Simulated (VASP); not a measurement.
Write the native input for VASP 6.6.1 that does the following.

| Property | Result |
| --- | --- |
| Task | relaxation of cell and atoms |
| Functional | revPBE |
| Dispersion | D3(BJ) |
| Potentials or basis | VASP PAW PBE potentials, release 64 (W_sv) |
| Cutoff | 500 eV |
| k mesh | 11 × 11 × 11 |
| Occupations | gaussian, width 0.1 eV |
| Spin | no spin polarisation |
| Dipole correction | no |
| Further INCAR settings | ALGO = Normal; EDIFF = 1e-07; IBRION = 2; EDIFFG = -0.01; NSW = 80; ISIF = 3 |

The structure of W lies in POSCAR:

```
W
1.0
    0.0000000000      2.0300000000      2.0300000000
    2.0300000000      0.0000000000      2.0300000000
    2.0300000000      2.0300000000      0.0000000000
W
1
Direct
    0.0000000000      0.0000000000      0.0000000000
```

One way to write it, as run:

INCAR

```
  PREC = Accurate
  ENCUT = 500
  EDIFF = 1E-7
  ISMEAR = 0
  SIGMA = 0.1
  LREAL = False
  LASPH = True
  NELM = 120
  ALGO = Normal
  ISIF = 3
  LWAVE = False
  LCHARG = False
  GGA = RE
  IVDW = 12
  IBRION = 2
  NSW = 80
  EDIFFG = -0.01
  GGA_COMPAT = False
  NELMIN = 4
```

KPOINTS

```
regular mesh
0
Gamma
  11 11 11
```

Potentials or basis: VASP PAW PBE potentials, release 64 (W_sv).

The run is started by

```bash
$ cat potpaw_PBE.64/W_sv/POTCAR > POTCAR
$ mpirun -np 1 vasp_std > vasp.out
```

Results of the run:

| Property | Result |
| --- | --- |
| Relaxed volume | 15.95 Å³/atom |
| Relaxed cell | a = 2.825 Å, b = 2.825 Å, c = 2.825 Å, α = 60.00°, β = 60.00°, γ = 60.00° |
| Space group after relaxing (to 0.05 Å) | Fm-3m (No. 225) |
| Energy gained by relaxing | 35.1 meV/atom |
| Ionic steps | 7 |
| Pressure after relaxing | 0.0 GPa |
| Band gap on the k mesh | zero (band 7 reaches 13.75 eV, above the bottom of band 8 at 10.36 eV) |
| Dispersion energy per atom | -1.242 eV |

Caveat: the PAW data sets were made with another functional, which shifts forces and pressure a little; spin-orbit coupling is left out, which moves the levels of the heavy elements; pairwise dispersion overbinds metals, which lowers pressure and volume.

Run time: 60 s on 1 thread of Intel Xeon 8259CL, on a shared host, peak memory 0.16 GiB.
